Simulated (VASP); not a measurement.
A run of VASP 6.6.1 is set up as follows.

The input INCAR:

```
  PREC = Accurate
  ENCUT = 520
  EDIFF = 1E-7
  ISMEAR = -1
  SIGMA = 0.05
  LREAL = F
  LASPH = T
  NELM = 100
  ALGO = Normal
  ISIF = 2
  LWAVE = F
  LCHARG = F
  GGA = RE
  NBANDS = 16
```

Contents of KPOINTS:

```
regular mesh
0
Gamma
  7 7 7
```

File POSCAR:

```
HgTe
1.0
    0.0000000000      3.2568009036      3.2568009036
    3.2568009036      0.0000000000      3.2568009036
    3.2568009036      3.2568009036      0.0000000000
Hg Te
1 1
Direct
    0.0000000000      0.0000000000      0.0000000000
    0.7500000000      0.7500000000      0.7500000000
```

Potentials or basis: VASP PAW PBE potentials, release 64 (Hg, Te).

Launch:

```bash
$ cat potpaw_PBE.64/Hg/POTCAR potpaw_PBE.64/Te/POTCAR > POTCAR
$ mpirun -np 1 vasp_std > vasp.out
```

(1) What does it give for the pressure?

(2) Estimate the band gap on the k mesh.

Results:

(1) 3.8 GPa.

(2) zero (filled and empty bands touch).

Caveat: the PAW data sets were made with another functional, which shifts forces and pressure a little; spin-orbit coupling is left out, which moves the levels of the heavy elements.
